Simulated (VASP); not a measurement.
# BaTiO3 (P4mm) in VASP: notebook

BaTiO3 is run at these levels: PBE; tasks: relaxation of the atoms.

Program: VASP 6.6.1. These are calculated values, not measurements. Logs are shortened: lines on timing, memory, paths and dates and some standing lists are left out, and cuts for length are marked.

## (1) The cell of the first run

Symmetry: P4mm, No. 99, tetragonal system. Conventional cell: a = 4.000 Å, b = 4.000 Å, c = 4.018 Å, α = 90.00°, β = 90.00°, γ = 90.00°. Within 3.7 Å of Ba (site symmetry 4mm) lie 12 O at 2.79 to 2.88 Å and 8 Ti at 3.43 to 3.51 Å. Ti (site symmetry 4mm) has 6 O at 1.87 to 2.15 Å within 2.5 Å. O (site symmetry 4mm) has 2 Ti at 1.87 to 2.15 Å within 2.5 Å. O (site symmetry 2mm) has 2 Ti at 2.00 Å and 4 Ba at 2.79 to 2.88 Å and 8 O at 2.83 to 2.84 Å within 2.9 Å.

## (2) Relaxation of the atoms, PBE

File INCAR:

```
  PREC = Accurate
  ENCUT = 520
  EDIFF = 1E-6
  ISMEAR = -1
  SIGMA = 0.02
  LREAL = F
  LASPH = T
  NELM = 100
  ALGO = Normal
  ISIF = 2
  LWAVE = F
  LCHARG = F
  GGA = PE
  IBRION = 2
  NSW = 80
  EDIFFG = -0.02
```

File KPOINTS:

```
Automatic mesh
0
Gamma
  8 8 8
```

File POSCAR:

```
BaTiO3
1.0
    3.9998000000      0.0000000000      0.0000000000
    0.0000000000      3.9998000000      0.0000000000
    0.0000000000      0.0000000000      4.0180000000
Ba Ti O
1 1 3
Direct
    0.0000000000      0.0000000000      0.0000000000
    0.5000000000      0.5000000000      0.4820000000
    0.5000000000      0.5000000000      0.0160000000
    0.5000000000      0.0000000000      0.5150000000
    0.0000000000      0.5000000000      0.5150000000
```

Potentials or basis: VASP PAW PBE potentials, release 64 (Ba_sv, Ti_sv, O).

Run with:

```
cat potpaw_PBE.64/Ba_sv/POTCAR potpaw_PBE.64/Ti_sv/POTCAR potpaw_PBE.64/O/POTCAR > POTCAR
mpirun -np 1 vasp_std > vasp.out
```

OUTCAR:

```text
PREC = Accurate
   ENCUT = 520
   EDIFF = 1E-6
   ISMEAR = -1
   LREAL = F
   LASPH = T
   NELM = 100
   ISIF = 2
   GGA = PE
   IBRION = 2
   NSW = 80
   EDIFFG = -0.02

 ion  position               nearest neighbor table
   1  0.000  0.000  0.000-   4 2.79   5 2.79   5 2.79   4 2.79   3 2.83   3 2.83   3 2.83   3 2.83
                             4 2.88   5 2.88   5 2.88   4 2.88   2 3.43   2 3.43   2 3.43   2 3.43
   2  0.500  0.500  0.482-   3 1.87   4 2.00   5 2.00   4 2.00   5 2.00   3 2.15   1 3.43   1 3.43
                             1 3.43   1 3.43   1 3.51   1 3.51   1 3.51   1 3.51
   3  0.500  0.500  0.016-   2 1.87   2 2.15   1 2.83   1 2.83   1 2.83   1 2.83
   4  0.500  0.000  0.515-   2 2.00   2 2.00   1 2.79   1 2.79   1 2.88   1 2.88
   5  0.000  0.500  0.515-   2 2.00   2 2.00   1 2.79   1 2.79   1 2.88   1 2.88

  LATTYP: Found a simple tetragonal cell.
 ALAT       =     3.9998000000
 C/A-ratio  =     1.0045502275

  Lattice vectors:

 A1 = (   3.9998000000,   0.0000000000,   0.0000000000)
 A2 = (   0.0000000000,   3.9998000000,   0.0000000000)
 A3 = (   0.0000000000,   0.0000000000,   4.0180000000)

Analysis of symmetry for initial positions (statically):
=====================================================================
 Subroutine PRICEL returns:
 Original cell was already a primitive cell.

 Routine SETGRP: Setting up the symmetry group for a
 simple tetragonal supercell.

 Subroutine GETGRP returns: Found  8 space group operations
 (whereof  8 operations were pure point group operations)
 out of a pool of 16 trial point group operations.

The static configuration has the point symmetry C_4v.

Analysis of symmetry for dynamics (positions and initial velocities):
=====================================================================
 Subroutine PRICEL returns:
 Original cell was already a primitive cell.

 Routine SETGRP: Setting up the symmetry group for a
 simple tetragonal supercell.

 Subroutine GETGRP returns: Found  8 space group operations
 (whereof  8 operations were pure point group operations)
 out of a pool of 16 trial point group operations.

The dynamic configuration has the point symmetry C_4v.

 Subroutine INISYM returns: Found  8 space group operations
 (whereof  8 operations are pure point group operations),
 and found     1 'primitive' translations

----------------------------------------------------------------------------------------

                                     Primitive cell

  volume of cell :      64.2816

  direct lattice vectors                    reciprocal lattice vectors
     3.999800000  0.000000000  0.000000000     0.250012501  0.000000000  0.000000000
     0.000000000  3.999800000  0.000000000     0.000000000  0.250012501  0.000000000
     0.000000000  0.000000000  4.018000000     0.000000000  0.000000000  0.248880040

  length of vectors
     3.999800000  3.999800000  4.018000000     0.250012501  0.250012501  0.248880040

  position of ions in fractional coordinates (direct lattice)
     0.000000000  0.000000000  0.000000000
     0.500000000  0.500000000  0.482000000
     0.500000000  0.500000000  0.016000000
     0.500000000  0.000000000  0.515000000
     0.000000000  0.500000000  0.515000000

  ion indices of the primitive-cell ions
   primitive index   ion index
                 1           1
                 2           2
                 3           3
                 4           4
                 5           5

----------------------------------------------------------------------------------------

 KPOINTS: Automatic mesh

Automatic generation of k-mesh.
 Grid dimensions read from file:
 generate k-points for:    8    8    8

 Generating k-lattice:

  Cartesian coordinates                     Fractional coordinates (reciprocal lattice)
     0.031251563  0.000000000  0.000000000     0.125000000  0.000000000  0.000000000
     0.000000000  0.031251563  0.000000000     0.000000000  0.125000000  0.000000000
     0.000000000  0.000000000  0.031110005     0.000000000  0.000000000  0.125000000

  Length of vectors
     0.031251563  0.031251563  0.031110005

  Shift w.r.t. Gamma in fractional coordinates (k-lattice)
     0.000000000  0.000000000  0.000000000

 Subroutine IBZKPT returns following result:
 ===========================================

 Found     75 irreducible k-points:

 Following reciprocal coordinates:
            Coordinates               Weight
  0.000000  0.000000  0.000000      1.000000
  0.125000  0.000000  0.000000      4.000000
  0.250000  0.000000  0.000000      4.000000
  0.375000  0.000000  0.000000      4.000000
  0.500000  0.000000  0.000000      2.000000
  0.125000  0.125000  0.000000      4.000000
[... 16 lines left out ...]
  0.375000  0.125000  0.125000     16.000000
  0.500000  0.125000  0.125000      8.000000
 [... further k-points ...]
   k-points           NKPTS =     75   k-points in BZ     NKDIM =     75   number of bands    NBANDS=     24
   number of dos      NEDOS =    301   number of ions     NIONS =      5
   total plane-waves  NPLWV =  27000
   dimension x,y,z NGX =    30 NGY =   30 NGZ =   30
   dimension x,y,z NGXF=    60 NGYF=   60 NGZF=   60
   ions per type =               1   1   3
   NGX,Y,Z   is equivalent  to a cutoff of  12.47, 12.47, 12.41 a.u.
   NGXF,Y,Z  is equivalent  to a cutoff of  24.94, 24.94, 24.83 a.u.
 SYSTEM =  unknown system
   PREC   = accura    normal or accurate (medium, high low for compatibility)
   ISTART =      0    job   : 0-new  1-cont  2-samecut
   ICHARG =      2    charge: 1-file 2-atom 10-const
   ISPIN  =      1    spin polarized calculation?
   LNONCOLLINEAR =      F non collinear calculations
   LSORBIT =      F    spin-orbit coupling
   LASPH  =      T    aspherical Exc in radial PAW
   ENCUT  =  520.0 eV  38.22 Ry    6.18 a.u.   7.44  7.44  7.47*2*pi/ulx,y,z
   NELM   =    100;   NELMIN=  2; NELMDL= -5     # of ELM steps
   EDIFF  = 0.1E-05   stopping-criterion for ELM
   LREAL  =      F    real-space projection
   EDIFFG = -.2E-01   stopping-criterion for IOM
   NSW    =     80    number of steps for IOM
   IBRION =      2    ionic relax: 0-MD 1-quasi-New 2-CG
   NFREE  =      1    steps in history (QN), initial steepest desc. (CG)
   ISIF   =      2    stress and relaxation
   ISYM   =      2    0-nonsym 1-usesym 2-fastsym
   POTIM  = 0.5000    time-step for ionic-motion
   TEBEG  =    0.0;   TEEND  =   0.0 temperature during run
   PSTRESS=    0.0 pullay stress
   NELECT =      40.0000    total number of electrons
   NUPDOWN=      -1.0000    fix difference up-down
   EMIN   =  10.00;   EMAX   =-10.00  energy-range for DOS
   EFERMI =   0.00;   METHOD = LEGACY
   ISMEAR =    -1;   SIGMA  =   0.02  broadening in eV -4-tet -1-fermi 0-gaus
   EFERMI_NEDOS =   21; number of points for ismear=-14 and -15
   IALGO  =     38    algorithm
   IMIX   =      4    mixing-type and parameters
     AMIX     =   0.40;   BMIX     =  1.00
     AMIX_MAG =   1.60;   BMIX_MAG =  1.00
  volume/ion in A,a.u.               =      12.86        86.76
  Fermi-wavevector in a.u.,A,eV,Ry     =   1.397653  2.641181 26.578078  1.953434
  Thomas-Fermi vector in A             =   2.520888
   LORBIT       =      0    0 simple, 1 ext, 2 COOP (PROOUT), +10 PAW based schemes
   GGA     = PE    functional components
   LHFCALC =     F    Hartree Fock is set to
   AEXX    =    0.0000 exact exchange contribution
   IVDW    =     0    specifies the selected vdW correction
   LEPSILON=     F    determine dielectric tensor
   LRPA    =     F    only Hartree local field effects (RPA)
 conjugate gradient relaxation of ions
 non-spin polarized calculation
  energy-cutoff  :      520.00
  volume of cell :       64.28
 maximum number of plane-waves:      1763
 NGX is ok and might be reduce to    30
   NGX = 15   NGY = 15   NGZ = 15

--------------------------------------- Ionic step        1  -------------------------------------------

 number of electron      39.9999977 magnetization

 Free energy of the ion-electron system (eV)
  ---------------------------------------------------
  ext. energy  EPLUGINS =         0.00000000
  ---------------------------------------------------
  free energy    TOTEN  =       -39.98160099 eV

  energy without entropy =      -39.98160099  energy(sigma->0) =      -39.98160099

------------------------ aborting loop because EDIFF is reached ----------------------------------------

  FORCE on cell =-STRESS in cart. coord.  units (eV):
  Direction    XX          YY          ZZ          XY          YZ          ZX
  --------------------------------------------------------------------------------------
  -------------------------------------------------------------------------------------
  Total        1.5796262      1.5796262      2.2097356      0.0000000      0.0000000      0.0000000
  in kB       39.3711791     39.3711791     55.0762555      0.0000000      0.0000000      0.0000000
  external PRESSURE =      44.6062046 kB  Pullay stress =       0.0000000 kB

 VOLUME and BASIS-vectors are now :
 -----------------------------------------------------------------------------
  energy-cutoff  :      520.00
  volume of cell :       64.28
      direct lattice vectors                 reciprocal lattice vectors
     3.999800000  0.000000000  0.000000000     0.250012501  0.000000000  0.000000000
     0.000000000  3.999800000  0.000000000     0.000000000  0.250012501  0.000000000
     0.000000000  0.000000000  4.018000000     0.000000000  0.000000000  0.248880040
[... 118 lines left out ...]
 POSITION                                       TOTAL-FORCE (eV/Angst)
 -----------------------------------------------------------------------------------
      0.00000      0.00000      4.01336         0.000000     -0.000000     -0.018212
      1.99990      1.99990      1.94215         0.000000      0.000000      0.031488
      1.99990      1.99990      0.08492         0.000000     -0.000000     -0.007933
      1.99990      0.00000      2.05854         0.000000     -0.000000     -0.002671
      0.00000      1.99990      2.05854         0.000000     -0.000000     -0.002671
 -----------------------------------------------------------------------------------
    total drift:                                0.000000      0.000000     -0.000403

  FREE ENERGIE OF THE ION-ELECTRON SYSTEM (eV)
  ---------------------------------------------------
  free  energy   TOTEN  =       -39.9869199378 eV

  energy  without entropy=      -39.9869199378  energy(sigma->0) =      -39.98691994

--------------------------------------- Ionic step        5  -------------------------------------------

 number of electron      39.9999980 magnetization

 Free energy of the ion-electron system (eV)
  ---------------------------------------------------
  ext. energy  EPLUGINS =         0.00000000
  ---------------------------------------------------
  free energy    TOTEN  =       -39.98696835 eV

  energy without entropy =      -39.98696835  energy(sigma->0) =      -39.98696835

 E-fermi :   4.3476     XC(G=0): -11.2390

 val. band max:        3.8714192269   @ k =   0.5000   0.5000   0.5000
 cond. band min:       5.6539359544   @ k =   0.0000   0.0000   0.0000
 fundamental gap:      1.7825167275
 Fermi energy:         4.3476278912

 k-point     1 :       0.0000    0.0000    0.0000
  band No.  band energies     occupation
      1     -52.7061      2.00000
      2     -28.9714      2.00000
      3     -28.9169      2.00000
      4     -28.9169      2.00000
      5     -21.0235      2.00000
      6     -13.0762      2.00000
[... 16 lines left out ...]
     23       5.9427      0.00000
     24       7.8569      0.00000
[... 598 lines left out ...]
      2     -28.9763      2.00000
      3     -28.9688      2.00000
      4     -28.9222      2.00000
      5     -20.8828      2.00000
      6     -13.1775      2.00000
[... 16 lines left out ...]
     23       7.4494      0.00000
     24       8.5593      0.00000

 [... further k-points ...]

------------------------ aborting loop because EDIFF is reached ----------------------------------------

  FORCE on cell =-STRESS in cart. coord.  units (eV):
  Direction    XX          YY          ZZ          XY          YZ          ZX
  --------------------------------------------------------------------------------------
  -------------------------------------------------------------------------------------
  Total        1.6337307      1.6337307      2.4779665      0.0000000      0.0000000      0.0000000
  in kB       40.7196987     40.7196987     61.7617397      0.0000000      0.0000000      0.0000000
  external PRESSURE =      47.7337124 kB  Pullay stress =       0.0000000 kB

 VOLUME and BASIS-vectors are now :
 -----------------------------------------------------------------------------
  energy-cutoff  :      520.00
  volume of cell :       64.28
      direct lattice vectors                 reciprocal lattice vectors
     3.999800000  0.000000000  0.000000000     0.250012501  0.000000000  0.000000000
     0.000000000  3.999800000  0.000000000     0.000000000  0.250012501  0.000000000
     0.000000000  0.000000000  4.018000000     0.000000000  0.000000000  0.248880040

 POSITION                                       TOTAL-FORCE (eV/Angst)
 -----------------------------------------------------------------------------------
      0.00000      3.99980      4.01243        -0.000000     -0.000000     -0.006828
      1.99990      1.99990      1.94377        -0.000000      0.000000      0.012002
      1.99990      1.99990      0.08443        -0.000000      0.000000      0.001482
      1.99990      3.99980      2.05844         0.000000     -0.000000     -0.003328
      0.00000      1.99990      2.05844        -0.000000     -0.000000     -0.003328
 -----------------------------------------------------------------------------------
    total drift:                                0.000000      0.000000      0.000966

  FREE ENERGIE OF THE ION-ELECTRON SYSTEM (eV)
  ---------------------------------------------------
  free  energy   TOTEN  =       -39.9869683494 eV

  energy  without entropy=      -39.9869683494  energy(sigma->0) =      -39.98696835

 reached required accuracy - stopping structural energy minimisation
```

Run time: 5.6 min. Hardware: 1 thread of Oxide Virtual Turin-like, shared host; peak memory 0.23 GiB.

What came out:

```yaml
Free_energy: -39.9870 eV
Energy_gained_by_relaxing: 1.1 meV/atom
Ionic_steps: 5
Pressure_after_relaxing: 4.8 GPa
Largest_force_after_relaxing: 0.012 eV/Å
Band_gap_on_the_k_mesh: 1.78 eV (least direct gap 2.12 eV)
```

Forces in eV/Å, atoms in the order of the input:
```
Ba   0.000  0.000 -0.007
Ti   0.000  0.000  0.012
O    0.000  0.000  0.001
O    0.000  0.000 -0.003
O    0.000  0.000 -0.003
```

Step by step:
```
step  energy change (eV)  largest force (eV/Å)  pressure (GPa)
   1              0.0000                0.3043            4.46
   2             -0.0048                0.0840            4.68
   3             -0.0053                0.0301            4.80
   4             -0.0053                0.0315            4.80
   5             -0.0054                0.0120            4.77
```

Final structure:
```xyz
5
Lattice="3.9998 0.0000 0.0000 0.0000 3.9998 0.0000 0.0000 0.0000 4.0180" Properties=species:S:1:pos:R:3 pbc="T T T"
Ba    0.0000    3.9998    4.0124
Ti    1.9999    1.9999    1.9438
O     1.9999    1.9999    0.0844
O     1.9999    3.9998    2.0584
O     0.0000    1.9999    2.0584
```

Caveat: spin-orbit coupling is left out, which moves the levels of the heavy elements.

## (3) Relaxation of the atoms, PBE (z stretched by -2 %)

File INCAR:

```
SYSTEM = BaTiO3
ALGO     = Normal         ! electronic algorithm
EDIFF    = 1E-7           ! SCF threshold, eV
EDIFFG   = -0.02          ! ionic threshold
ENCUT    = 520            ! plane-wave cutoff, eV
GGA      = PE             ! functional
IBRION   = 2              ! ionic algorithm
ISIF     = 2              ! what is computed and relaxed
ISMEAR   = -1             ! smearing method
LASPH    = .TRUE.         ! aspherical terms in the spheres
LCHARG   = .FALSE.        ! write CHGCAR
LREAL    = .FALSE.        ! projectors in reciprocal space
LWAVE    = .FALSE.        ! write WAVECAR
NELM     = 100            ! most SCF steps
NSW      = 80             ! ionic steps
PREC     = Accurate       ! precision mode
SIGMA    = 0.02           ! smearing width, eV
```

File KPOINTS:

```
k-points
0
G
  8 8 8
  0 0 0
```

File POSCAR:

```
BaTiO3
1.0
    3.9998000000      0.0000000000      0.0000000000
    0.0000000000      3.9998000000      0.0000000000
    0.0000000000      0.0000000000      3.9376400000
Ba Ti O
1 1 3
Direct
    0.0000000000      0.0000000000     -0.0029689668
    0.5000000000      0.5000000000      0.4826505826
    0.5000000000      0.5000000000      0.0222697536
    0.5000000000      0.0000000000      0.5130243154
    0.0000000000      0.5000000000      0.5130243154
```

Potentials or basis: VASP PAW PBE potentials, release 64 (Ba_sv, Ti_sv, O).

Run with:

```
cat potpaw_PBE.64/Ba_sv/POTCAR potpaw_PBE.64/Ti_sv/POTCAR potpaw_PBE.64/O/POTCAR > POTCAR
mpirun -np 1 vasp_std > vasp.out
```

Wall time 11 min (1 thread of Oxide Virtual Turin-like, shared host); peak memory 0.22 GiB.

The run converged. Its results:

| Item | Value |
| --- | --- |
| Free energy | -39.9207 eV |
| Energy gained by relaxing | 3.4 meV/atom |
| Ionic steps | 8 |
| Pressure after relaxing | 7.6 GPa |
| Largest force after relaxing | 0.016 eV/Å |
| Band gap on the k mesh | 1.79 eV (least direct gap 1.94 eV) |

Forces in eV/Å, atoms in the order of the input:
```
Ba   0.000  0.000 -0.011
Ti   0.000  0.000  0.016
O    0.000  0.000  0.002
O    0.000  0.000 -0.003
O    0.000  0.000 -0.003
```

Stress tensor (GPa, compression positive):
```
 6.18  0.00  0.00
 0.00  6.18  0.00
 0.00  0.00 10.35
```

Step by step:
| step | energy change (eV) | largest force (eV/Å) | pressure (GPa) |
| --- | --- | --- | --- |
| 1 | 0.0000 | 0.5112 | 8.99 |
| 2 | -0.0134 | 0.1242 | 8.05 |
| 3 | -0.0143 | 0.1144 | 7.77 |
| 4 | -0.0161 | 0.0727 | 7.72 |
| 5 | -0.0169 | 0.0579 | 7.67 |
| 6 | -0.0169 | 0.0546 | 7.67 |
| 7 | -0.0171 | 0.0231 | 7.61 |
| 8 | -0.0172 | 0.0155 | 7.57 |

Final structure:
```
CELL_PARAMETERS angstrom
3.99980 0.00000 0.00000
0.00000 3.99980 0.00000
0.00000 0.00000 3.93764
ATOMIC_POSITIONS crystal
Ba 0.00000 0.00000 0.00289
Ti 0.50000 0.50000 0.49460
O 0.50000 0.50000 0.01224
O 0.50000 0.00000 0.50914
O 0.00000 0.50000 0.50914
```

Levels at points of the mesh, in eV from the valence-band top:
| k point | band 16 | band 17 | band 18 | band 19 | band 20 | band 21 | band 22 | band 23 | band 24 |
| --- | --- | --- | --- | --- | --- | --- | --- | --- | --- |
| (0.00, 0.00, 0.00) | -1.17 | -1.08 | -0.18 | -0.18 | -0.16 | 1.79 | 1.90 | 1.90 | 4.00 |
| (0.50, 0.00, 0.00) | -1.95 | -1.77 | -1.73 | -0.77 | -0.75 | 2.05 | 3.55 | 3.57 | 4.13 |
| (0.50, 0.50, 0.00) | -2.68 | -1.71 | -0.99 | -0.99 | -0.11 | 3.58 | 3.58 | 3.97 | 5.02 |
| (0.00, 0.00, 0.50) | -2.01 | -1.98 | -1.92 | -0.71 | -0.71 | 1.97 | 3.72 | 3.72 | 4.01 |
| (0.50, 0.00, 0.50) | -2.73 | -1.70 | -0.81 | -0.81 | -0.09 | 3.56 | 3.73 | 4.07 | 4.89 |
| (0.50, 0.50, 0.50) | -2.47 | -2.28 | -0.01 | 0.00 | 0.00 | 4.24 | 4.33 | 4.33 | 6.70 |

Caveat: the cell differs from its parent crystal (z stretched by -2 %); spin-orbit coupling is left out, which moves the levels of the heavy elements. A k mesh can miss the band edges.

[end of part 1 of 3]
